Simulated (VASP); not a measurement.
# GaSb (I-4m2) in VASP: notebook, part 2 of 2

VASP 6.6.1. The steps go on from the part before.

## 4. Single point, PBE

This run uses another cell than the first one, of 24.80 Å³/atom.

File INCAR:

```
SYSTEM = GaSb
PREC     = Accurate       ! precision mode
ENCUT    = 520            ! plane-wave cutoff, eV
EDIFF    = 1E-6           ! SCF threshold, eV
ISMEAR   = 0              ! smearing method
SIGMA    = 0.15           ! smearing width, eV
LREAL    = .False.        ! projectors in reciprocal space
LASPH    = .True.         ! aspherical terms in the spheres
NELM     = 100            ! most SCF steps
ALGO     = Normal         ! electronic algorithm
ISIF     = 2              ! what is computed and relaxed
LWAVE    = .False.        ! write WAVECAR
LCHARG   = .False.        ! write CHGCAR
GGA      = PE             ! functional
NBANDS   = 16             ! bands
```

File KPOINTS:

```
Automatic mesh
0
Gamma
  16 16 16
  0 0 0
```

File POSCAR:

```
GaSb
1.0
   -2.7659365100      2.7659365100      1.6207000000
    2.7659365100     -2.7659365100      1.6207000000
    2.7659365100      2.7659365100     -1.6207000000
Ga Sb
1 1
Direct
    0.2500000000      0.7500000000      0.5000000000
    0.0000000000      0.0000000000      0.0000000000
```

Potentials or basis: VASP PAW PBE potentials, release 64 (Ga_d, Sb).

Launch:

```sh
$ cat potpaw_PBE.64/Ga_d/POTCAR potpaw_PBE.64/Sb/POTCAR > POTCAR
$ mpirun -np 1 vasp_std > vasp.out
```

OUTCAR:

```text
SYSTEM = GaSb
   PREC = Accurate
   ENCUT = 520
   EDIFF = 1E-6
   ISMEAR = 0
   LREAL = .False.
   LASPH = .True.
   NELM = 100
   ISIF = 2
   GGA = PE

 ion  position               nearest neighbor table
   1  0.250  0.750  0.500-   2 2.88   2 2.88   2 2.88   2 2.88
   2  0.000  0.000  0.000-   1 2.88   1 2.88   1 2.88   1 2.88

  LATTYP: Found a body centered tetragonal cell.
 ALAT       =     5.5318730200
 C/A-ratio  =     0.5859498199

  Lattice vectors:

 A1 = (  -2.7659365100,   2.7659365100,   1.6207000000)
 A2 = (   2.7659365100,  -2.7659365100,   1.6207000000)
 A3 = (   2.7659365100,   2.7659365100,  -1.6207000000)

Analysis of symmetry for initial positions (statically):
=====================================================================
 Subroutine PRICEL returns:
 Original cell was already a primitive cell.

 Routine SETGRP: Setting up the symmetry group for a
 body centered tetragonal supercell.

 Subroutine GETGRP returns: Found  8 space group operations
 (whereof  8 operations were pure point group operations)
 out of a pool of 16 trial point group operations.
[... 157 lines left out ...]
  ext. energy  EPLUGINS =         0.00000000
  ---------------------------------------------------
  free energy    TOTEN  =        -6.98723806 eV

  energy without entropy =       -6.97823085  energy(sigma->0) =       -6.98273446

 E-fermi :   6.2511     XC(G=0): -10.1078

 val. band max:        6.2345364499   @ k =   0.3125   0.0625   0.0625
 cond. band min:       6.2551098857   @ k =  -0.2500  -0.3125   0.0625
 fundamental gap:      0.0205734359
 Fermi energy:         6.2511486251

 k-point     1 :       0.0000    0.0000    0.0000
  band No.  band energies     occupation
      1      -8.6716      2.00000
      2      -8.5932      2.00000
      3      -8.5856      2.00000
      4      -8.5746      2.00000
      5      -8.5746      2.00000
      6      -5.4794      2.00000
[... 433 lines left out ...]
      3      -8.5852      2.00000
      4      -8.5747      2.00000
      5      -8.5742      2.00000
      6      -5.4456      2.00000
[... 8 lines left out ...]
     15      15.6810      0.00000
     16      16.8600      0.00000

 [... further k-points ...]
[... 5 lines left out ...]
  --------------------------------------------------------------------------------------
  -------------------------------------------------------------------------------------
  Total       -0.2202431     -0.2202431     -0.5384568      0.0000000      0.0000000      0.0000000
  in kB       -7.1148514     -7.1148514    -17.3945985      0.0000000      0.0000000      0.0000000
  external PRESSURE =     -10.5414338 kB  Pullay stress =       0.0000000 kB

 VOLUME and BASIS-vectors are now :
 -----------------------------------------------------------------------------
  energy-cutoff  :      520.00
  volume of cell :       49.60
      direct lattice vectors                 reciprocal lattice vectors
    -2.765936510  2.765936510  1.620700000     0.000000000  0.180770599  0.308508669
     2.765936510 -2.765936510  1.620700000     0.180770599  0.000000000  0.308508669
     2.765936510  2.765936510 -1.620700000     0.180770599  0.180770599  0.000000000

 POSITION                                       TOTAL-FORCE (eV/Angst)
 -----------------------------------------------------------------------------------
      2.76594     -0.00000      0.81035        -0.000000      0.000000     -0.000000
      0.00000      0.00000      0.00000         0.000000     -0.000000      0.000000
 -----------------------------------------------------------------------------------
    total drift:                                0.000000     -0.000000     -0.000000

  FREE ENERGIE OF THE ION-ELECTRON SYSTEM (eV)
  ---------------------------------------------------
  free  energy   TOTEN  =        -6.9872380628 eV

  energy  without entropy=       -6.9782308538  energy(sigma->0) =       -6.98273446
```

OSZICAR:

```text
N       E                     dE             d eps       ncg     rms          rms(c)
DAV:   1     0.836052317747E+02    0.83605E+02   -0.82178E+03 11184   0.145E+03
DAV:   2    -0.728509829802E+00   -0.84334E+02   -0.81512E+02 13240   0.321E+02
DAV:   3    -0.689680752387E+01   -0.61683E+01   -0.61445E+01 13416   0.638E+01
DAV:   4    -0.700485478690E+01   -0.10805E+00   -0.10803E+00 13824   0.937E+00
DAV:   5    -0.700734378578E+01   -0.24890E-02   -0.24890E-02 14008   0.129E+00    0.232E+00
DAV:   6    -0.699009697583E+01    0.17247E-01   -0.37563E-02 14720   0.305E+00    0.131E+00
DAV:   7    -0.698725475643E+01    0.28422E-02   -0.12548E-02 16280   0.114E+00    0.239E-01
DAV:   8    -0.698722012962E+01    0.34627E-04   -0.16444E-03 14472   0.503E-01    0.378E-02
DAV:   9    -0.698723781580E+01   -0.17686E-04   -0.11089E-04 14168   0.876E-02    0.199E-02
DAV:  10    -0.698723806279E+01   -0.24699E-06   -0.65183E-06 14464   0.213E-02
   1 F= -.69872381E+01 E0= -.69827345E+01  d E =-.900721E-02
```

It took 3.3 min on 1 thread of Intel Xeon 8259CL, shared host; peak memory 0.41 GiB.

Results:

```yaml
Free_energy: -6.9872 eV
Pressure: -1.1 GPa
Band_gap_on_the_k_mesh: zero (bands 9 and 10 overlap by 4.69 eV)
```

Stress tensor (GPa, compression positive):
```
-0.71  0.00  0.00
 0.00 -0.71  0.00
 0.00  0.00 -1.74
```

Caveat: spin-orbit coupling is left out, which moves the levels of the heavy elements.

## 5. Overview

```tsv
cell	gap on the mesh (eV)	pressure (GPa)
a = 4.345 Å, angles 96.4, 96.4, 140.9°, 2 atoms	none	0.4
a = 4.128 Å, angles 100.6, 100.6, 129.2°, 2 atoms	none	0.9
a = 4.234 Å, angles 98.4, 98.4, 135.0°, 2 atoms	none	-1.1
```

Alike in all rows: task single point; level PBE; potentials or basis VASP PAW PBE potentials, release 64 (Ga_d, Sb); no spin polarisation; k mesh 16 × 16 × 16; cutoff (eV) 520; smearing gaussian 0.15 eV.

Caveats: spin-orbit coupling is left out, which moves the levels of the heavy elements; the stress differs along the axes, from -2 to 6 GPa (at least some runs).

Absolute energies hang on the potentials; compare differences alone.

The gap in the log of VASP goes by the Fermi energy; the results here count the filled bands.